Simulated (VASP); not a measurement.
# Si (Fm-3m) in VASP: further runs

The runs below take Si through single point, with PBE+D3(BJ).

All numbers are computed with VASP 6.6.1; they aren't measurements. Logs are shortened: lines on timing, memory, paths and dates and some standing lists are left out, and cuts for length are marked.

## (1) The cell of the first run

The structure is cubic, space group Fm-3m (No. 225). The conventional cell has a = 3.340 Å, b = 3.340 Å, c = 3.340 Å, α = 90.00°, β = 90.00°, γ = 90.00°. Within 3.1 Å of Si (site symmetry m-3m) lie 12 Si at 2.36 Å.

This isn't the form of Si at room conditions, which is diamond.

## (2) Single point, PBE+D3(BJ)

File INCAR:

```
PREC = Accurate ; ENCUT = 500
EDIFF = 1E-6 ; ISMEAR = 1
SIGMA = 0.05 ; LREAL = F
LASPH = T ; NELM = 120
ALGO = Normal ; ISIF = 2
LWAVE = F ; LCHARG = T
GGA = PE ; IVDW = 12
LELF = T ; LVHAR = T
NBANDS = 8 ; GGA_COMPAT = F
```

File KPOINTS:

```
regular mesh
0
Gamma
  14 14 14
```

File POSCAR:

```
Si
1.0
    0.0000000000      1.6700000000      1.6700000000
    1.6700000000      0.0000000000      1.6700000000
    1.6700000000      1.6700000000      0.0000000000
Si
1
Direct
    0.0000000000      0.0000000000      0.0000000000
```

Potentials or basis: VASP PAW PBE potentials, release 64 (Si).

Command:

```console
> cat potpaw_PBE.64/Si/POTCAR > POTCAR
> mpirun -np 1 vasp_std > vasp.out
```

OUTCAR:

```text
PREC = Accurate
   ENCUT = 500
   EDIFF = 1E-6
   ISMEAR = 1
   LREAL = F
   LASPH = T
   NELM = 120
   ISIF = 2
   GGA = PE
   IVDW = 12
 IVDW          = 12

 ion  position               nearest neighbor table
   1  0.000  0.000  0.000-

  LATTYP: Found a face centered cubic cell.
 ALAT       =     3.3400000000

  Lattice vectors:

 A1 = (   0.0000000000,   1.6700000000,   1.6700000000)
 A2 = (   1.6700000000,   0.0000000000,   1.6700000000)
 A3 = (   1.6700000000,   1.6700000000,   0.0000000000)

Analysis of symmetry for initial positions (statically):
=====================================================================
 Subroutine PRICEL returns:
 Original cell was already a primitive cell.

 Routine SETGRP: Setting up the symmetry group for a
 face centered cubic supercell.

 Subroutine GETGRP returns: Found 48 space group operations
 (whereof 48 operations were pure point group operations)
 out of a pool of 48 trial point group operations.

The static configuration has the point symmetry O_h .

Analysis of symmetry for dynamics (positions and initial velocities):
=====================================================================
 Subroutine PRICEL returns:
 Original cell was already a primitive cell.

 Routine SETGRP: Setting up the symmetry group for a
 face centered cubic supercell.

 Subroutine GETGRP returns: Found 48 space group operations
 (whereof 48 operations were pure point group operations)
 out of a pool of 48 trial point group operations.

The dynamic configuration has the point symmetry O_h .

 Subroutine INISYM returns: Found 48 space group operations
 (whereof 48 operations are pure point group operations),
 and found     1 'primitive' translations

----------------------------------------------------------------------------------------

                                     Primitive cell

  volume of cell :       9.3149

  direct lattice vectors                    reciprocal lattice vectors
     0.000000000  1.670000000  1.670000000    -0.299401198  0.299401198  0.299401198
     1.670000000  0.000000000  1.670000000     0.299401198 -0.299401198  0.299401198
     1.670000000  1.670000000  0.000000000     0.299401198  0.299401198 -0.299401198

  length of vectors
     2.361736649  2.361736649  2.361736649     0.518578086  0.518578086  0.518578086

  position of ions in fractional coordinates (direct lattice)
     0.000000000  0.000000000  0.000000000

  ion indices of the primitive-cell ions
   primitive index   ion index
                 1           1

----------------------------------------------------------------------------------------

 KPOINTS: regular mesh

Automatic generation of k-mesh.
 Grid dimensions read from file:
 generate k-points for:   14   14   14

 Generating k-lattice:

  Cartesian coordinates                     Fractional coordinates (reciprocal lattice)
    -0.021385800  0.021385800  0.021385800     0.071428571  0.000000000  0.000000000
     0.021385800 -0.021385800  0.021385800     0.000000000  0.071428571  0.000000000
     0.021385800  0.021385800 -0.021385800     0.000000000  0.000000000  0.071428571

  Length of vectors
     0.037041292  0.037041292  0.037041292

  Shift w.r.t. Gamma in fractional coordinates (k-lattice)
     0.000000000  0.000000000  0.000000000

 Subroutine IBZKPT returns following result:
 ===========================================

 Found    104 irreducible k-points:

 Following reciprocal coordinates:
            Coordinates               Weight
  0.000000  0.000000  0.000000      1.000000
  0.071429  0.000000  0.000000      8.000000
  0.142857  0.000000  0.000000      8.000000
  0.214286  0.000000  0.000000      8.000000
  0.285714  0.000000  0.000000      8.000000
  0.357143  0.000000  0.000000      8.000000
[... 16 lines left out ...]
  0.214286  0.142857  0.000000     24.000000
  0.285714  0.142857  0.000000     24.000000
 [... further k-points ...]
   k-points           NKPTS =    104   k-points in BZ     NKDIM =    104   number of bands    NBANDS=      8
   number of dos      NEDOS =    301   number of ions     NIONS =      1
   total plane-waves  NPLWV =   5832
   dimension x,y,z NGX =    18 NGY =   18 NGZ =   18
   dimension x,y,z NGXF=    36 NGYF=   36 NGZF=   36
   ions per type =               1
   NGX,Y,Z   is equivalent  to a cutoff of  12.67, 12.67, 12.67 a.u.
   NGXF,Y,Z  is equivalent  to a cutoff of  25.34, 25.34, 25.34 a.u.
 SYSTEM =  unknown system
   PREC   = accura    normal or accurate (medium, high low for compatibility)
   ISTART =      0    job   : 0-new  1-cont  2-samecut
   ICHARG =      2    charge: 1-file 2-atom 10-const
   ISPIN  =      1    spin polarized calculation?
   LNONCOLLINEAR =      F non collinear calculations
   LSORBIT =      F    spin-orbit coupling
   LASPH  =      T    aspherical Exc in radial PAW
   ENCUT  =  500.0 eV  36.75 Ry    6.06 a.u.   4.31  4.31  4.31*2*pi/ulx,y,z
   NELM   =    120;   NELMIN=  2; NELMDL= -5     # of ELM steps
   EDIFF  = 0.1E-05   stopping-criterion for ELM
   LREAL  =      F    real-space projection
   EDIFFG = 0.1E-04   stopping-criterion for IOM
   NSW    =      0    number of steps for IOM
   IBRION =     -1    ionic relax: 0-MD 1-quasi-New 2-CG
   NFREE  =      0    steps in history (QN), initial steepest desc. (CG)
   ISIF   =      2    stress and relaxation
   ISYM   =      2    0-nonsym 1-usesym 2-fastsym
   POTIM  = 0.5000    time-step for ionic-motion
   TEBEG  =    0.0;   TEEND  =   0.0 temperature during run
   PSTRESS=    0.0 pullay stress
   NELECT =       4.0000    total number of electrons
   NUPDOWN=      -1.0000    fix difference up-down
   EMIN   =  10.00;   EMAX   =-10.00  energy-range for DOS
   EFERMI =   0.00;   METHOD = LEGACY
   ISMEAR =     1;   SIGMA  =   0.05  broadening in eV -4-tet -1-fermi 0-gaus
   EFERMI_NEDOS =   21; number of points for ismear=-14 and -15
   IALGO  =     38    algorithm
   IMIX   =      4    mixing-type and parameters
     AMIX     =   0.40;   BMIX     =  1.00
     AMIX_MAG =   1.60;   BMIX_MAG =  1.00
  volume/ion in A,a.u.               =       9.31        62.86
  Fermi-wavevector in a.u.,A,eV,Ry     =   1.235099  2.333998 20.755266  1.525469
  Thomas-Fermi vector in A             =   2.369762
   LORBIT       =      0    0 simple, 1 ext, 2 COOP (PROOUT), +10 PAW based schemes
   GGA     = PE    functional components
   LHFCALC =     F    Hartree Fock is set to
   AEXX    =    0.0000 exact exchange contribution
   IVDW    =    12    specifies the selected vdW correction
   LEPSILON=     F    determine dielectric tensor
   LRPA    =     F    only Hartree local field effects (RPA)
 non-spin polarized calculation
 Methfessel and Paxton  Order N= 1 SIGMA  =   0.05
  energy-cutoff  :      500.00
  volume of cell :        9.31
 maximum number of plane-waves:       259
 NGX is ok and might be reduce to    18
   NGX =  9   NGY =  9   NGZ =  9

 number of electron       4.0000000 magnetization

 Free energy of the ion-electron system (eV)
  ---------------------------------------------------
  ext. energy  EPLUGINS =         0.00000000
  ---------------------------------------------------
  free energy    TOTEN  =        -3.86269351 eV

  energy without entropy =       -3.86239692  energy(sigma->0) =       -3.86259464

 E-fermi :  17.1859     XC(G=0): -13.0689

 val. band max:       17.1614800844   @ k =   0.3571   0.1429   0.0714
 cond. band min:      17.1993626126   @ k =   0.5000   0.3571   0.0714
 fundamental gap:      0.0378825282
 Fermi energy:        17.1859489685

 k-point     1 :       0.0000    0.0000    0.0000
  band No.  band energies     occupation
      1      -2.0737      2.00000
      2      30.8996      0.00000
      3      30.8996      0.00000
      4      30.8996      0.00000
      5      34.6773      0.00000
      6      34.6773      0.00000
      7      34.6773      0.00000
      8      37.3288      0.00000

 k-point     2 :       0.0714    0.0000    0.0000
  band No.  band energies     occupation
      1      -1.8751      2.00000
      2      28.3191      0.00000
      3      30.5326      0.00000
      4      30.5326      0.00000
      5      35.2833      0.00000
      6      35.3563      0.00000
      7      35.3563      0.00000
      8      39.2438      0.00000

 k-point     3 :       0.1429    0.0000    0.0000
  band No.  band energies     occupation
      1      -1.2807      2.00000
      2      24.3752      0.00000
      3      29.8717      0.00000
      4      29.8717      0.00000
      5      35.1448      0.00000
      6      36.7893      0.00000
      7      36.7893      0.00000
      8      37.8587      0.00000

 k-point     4 :       0.2143    0.0000    0.0000
  band No.  band energies     occupation
      1      -0.2956      2.00000
      2      20.4613      0.00000
      3      29.3236      0.00000
      4      29.3236      0.00000
      5      34.8372      0.00000
      6      35.5411      0.00000
      7      35.5411      0.00000
      8      39.2429      0.00000

 k-point     5 :       0.2857    0.0000    0.0000
  band No.  band energies     occupation
      1       1.0722      2.00000
      2      16.7646      2.00000
      3      29.0103      0.00000
      4      29.0103      0.00000
      5      33.7603      0.00000
      6      33.7603      0.00000
      7      34.6634      0.00000
      8      40.2246      0.00000
[... 177 lines left out ...]
 k-point    22 :       0.1429    0.1429    0.0000
  band No.  band energies     occupation
      1      -1.0174      2.00000
      2      26.9115      0.00000
      3      27.2177      0.00000
      4      27.2177      0.00000
      5      32.4857      0.00000
      6      33.4034      0.00000
      7      39.8329      0.00000
      8      39.8329      0.00000

 k-point    23 :       0.2143    0.1429    0.0000
  band No.  band energies     occupation
      1      -0.2956      2.00000
      2      23.4286      0.00000
      3      26.3372      0.00000
      4      27.7999      0.00000
      5      30.5700      0.00000
      6      33.0666      0.00000
      7      40.5419      0.00000
      8      40.6562      0.00000

 k-point    24 :       0.2857    0.1429    0.0000
  band No.  band energies     occupation
      1       0.8126      2.00000
      2      19.7182      0.00000
      3      25.7695      0.00000
      4      27.5071      0.00000
      5      28.9081      0.00000
      6      34.5868      0.00000
      7      39.3243      0.00000
      8      40.5801      0.00000

 [... further k-points ...]

------------------------ aborting loop because EDIFF is reached ----------------------------------------

 Edisp (eV)   -0.67694

 E8    (eV) :    -0.2787

  FORCE on cell =-STRESS in cart. coord.  units (eV):
  Direction    XX          YY          ZZ          XY          YZ          ZX
  --------------------------------------------------------------------------------------
  -------------------------------------------------------------------------------------
  Total       4.80669     4.80669     4.80669     0.00000     0.00000    -0.00000
  in kB     826.75647   826.75647   826.75647     0.00000     0.00000    -0.00000
  external pressure =      826.76 kB  Pullay stress =        0.00 kB

 VOLUME and BASIS-vectors are now :
 -----------------------------------------------------------------------------
  energy-cutoff  :      500.00
  volume of cell :        9.31
      direct lattice vectors                 reciprocal lattice vectors
     0.000000000  1.670000000  1.670000000    -0.299401198  0.299401198  0.299401198
     1.670000000  0.000000000  1.670000000     0.299401198 -0.299401198  0.299401198
     1.670000000  1.670000000  0.000000000     0.299401198  0.299401198 -0.299401198

 POSITION                                       TOTAL-FORCE (eV/Angst)
 -----------------------------------------------------------------------------------
      0.00000      0.00000      0.00000        -0.000000     -0.000000     -0.000000
 -----------------------------------------------------------------------------------
    total drift:                               -0.000000      0.000000      0.000000

  FREE ENERGIE OF THE ION-ELECTRON SYSTEM (eV)
  ---------------------------------------------------
  free  energy   TOTEN  =        -4.5396362357 eV

  energy  without entropy=       -4.5393396499  energy(sigma->0) =       -4.53953737
```

It took 3.5 s on 1 thread of Intel Xeon 6975P-C (Granite Rapids), shared host; peak memory 0.12 GiB.

Results:

```
Free energy                : -4.5396 eV
Pressure                   : 82.7 GPa
Band gap on the k mesh     : zero (bands 2 and 3 overlap by 17.45 eV)
Dispersion energy per atom : -0.677 eV
```

Levels at points of the mesh, in eV from the Fermi level:
```csv
k point,band 1,band 2,band 3,band 4,band 5,band 6,band 7
"(0.00, 0.00, 0.00)",-19.26,13.71,13.71,13.71,17.49,17.49,17.49
"(0.50, 0.00, 0.00)",-10.27,-9.30,12.16,12.16,13.43,13.43,18.31
"(0.50, 0.50, 0.00)",-7.82,-5.44,3.28,4.74,4.74,10.89,31.80
```

Caveat: the cell stands under pressure.

## (3) Single point, PBE+D3(BJ)

File INCAR:

```
SYSTEM = Si
PREC = Accurate ; ENCUT = 500
EDIFF = 1E-6 ; ISMEAR = 1
SIGMA = 0.025 ; LREAL = .False.
LASPH = .True. ; NELM = 120
ALGO = Normal ; ISIF = 2
LWAVE = .False. ; LCHARG = .False.
GGA = PE ; IVDW = 12
NBANDS = 8 ; GGA_COMPAT = .False.
```

File KPOINTS:

```
Automatic mesh
0
Gamma
  14 14 14
  0 0 0
```

POSCAR is that of step 2.

Potentials or basis: VASP PAW PBE potentials, release 64 (Si).

Command:

```console
> cat potpaw_PBE.64/Si/POTCAR > POTCAR
> mpirun -np 1 vasp_std > vasp.out
```

OUTCAR:

```text
SYSTEM = Si
   PREC = Accurate
   ENCUT = 500
   EDIFF = 1E-6
   ISMEAR = 1
   LREAL = .False.
   LASPH = .True.
   NELM = 120
   ISIF = 2
   GGA = PE
   IVDW = 12
 IVDW          = 12

 ion  position               nearest neighbor table
   1  0.000  0.000  0.000-

  LATTYP: Found a face centered cubic cell.
 ALAT       =     3.3400000000

  Lattice vectors:

 A1 = (   0.0000000000,   1.6700000000,   1.6700000000)
 A2 = (   1.6700000000,   0.0000000000,   1.6700000000)
 A3 = (   1.6700000000,   1.6700000000,   0.0000000000)

Analysis of symmetry for initial positions (statically):
=====================================================================
 Subroutine PRICEL returns:
 Original cell was already a primitive cell.

 Routine SETGRP: Setting up the symmetry group for a
 face centered cubic supercell.

 Subroutine GETGRP returns: Found 48 space group operations
 (whereof 48 operations were pure point group operations)
 out of a pool of 48 trial point group operations.

The static configuration has the point symmetry O_h .

Analysis of symmetry for dynamics (positions and initial velocities):
=====================================================================
[... 163 lines left out ...]

 k-point     1 :       0.0000    0.0000    0.0000
  band No.  band energies     occupation
      1      -2.0737      2.00000
      2      30.8996      0.00000
      3      30.8996      0.00000
      4      30.8996      0.00000
      5      34.6773      0.00000
      6      34.6773      0.00000
      7      34.6773      0.00000
      8      37.3291      0.00000
[... 243 lines left out ...]
 k-point    24 :       0.2857    0.1429    0.0000
  band No.  band energies     occupation
      1       0.8126      2.00000
      2      19.7183      0.00000
      3      25.7696      0.00000
      4      27.5072      0.00000
      5      28.9082      0.00000
      6      34.5868      0.00000
      7      39.3243      0.00000
      8      40.5802      0.00000

 [... further k-points ...]

------------------------ aborting loop because EDIFF is reached ----------------------------------------

 Edisp (eV)   -0.67694

 E8    (eV) :    -0.2787

  FORCE on cell =-STRESS in cart. coord.  units (eV):
  Direction    XX          YY          ZZ          XY          YZ          ZX
  --------------------------------------------------------------------------------------
  -------------------------------------------------------------------------------------
  Total       4.80451     4.80451     4.80451    -0.00000     0.00000    -0.00000
  in kB     826.38142   826.38142   826.38142    -0.00000     0.00000    -0.00000
  external pressure =      826.38 kB  Pullay stress =        0.00 kB

 VOLUME and BASIS-vectors are now :
 -----------------------------------------------------------------------------
  energy-cutoff  :      500.00
  volume of cell :        9.31
      direct lattice vectors                 reciprocal lattice vectors
     0.000000000  1.670000000  1.670000000    -0.299401198  0.299401198  0.299401198
     1.670000000  0.000000000  1.670000000     0.299401198 -0.299401198  0.299401198
     1.670000000  1.670000000  0.000000000     0.299401198  0.299401198 -0.299401198

 POSITION                                       TOTAL-FORCE (eV/Angst)
 -----------------------------------------------------------------------------------
      0.00000      0.00000      0.00000         0.000000      0.000000      0.000000
 -----------------------------------------------------------------------------------
    total drift:                                0.000000     -0.000000     -0.000000

  FREE ENERGIE OF THE ION-ELECTRON SYSTEM (eV)
  ---------------------------------------------------
  free  energy   TOTEN  =        -4.5395503450 eV

  energy  without entropy=       -4.5395514528  energy(sigma->0) =       -4.53955071
```

stdout:

```text
POSCAR found type information on POSCAR Si
 POSCAR found :  1 types and       1 ions
 scaLAPACK will be used
 LDA part: xc-table for (Slater+PW92), standard interpolation
 POSCAR, INCAR and KPOINTS ok, starting setup
 FFT: planning ... GRIDC
 FFT: planning ... GRID_SOFT
 FFT: planning ... GRID
 WAVECAR not read
 entering main loop
```

It took 3.1 s on 1 thread of Intel Xeon 6975P-C (Granite Rapids), shared host; peak memory 0.13 GiB.

What came out:

| Quantity | Value |
| --- | --- |
| Free energy | -4.5396 eV |
| Pressure | 82.6 GPa |
| Band gap on the k mesh | zero (bands 2 and 3 overlap by 17.45 eV) |
| Dispersion energy per atom | -0.677 eV |

Caveat: the cell stands under pressure.
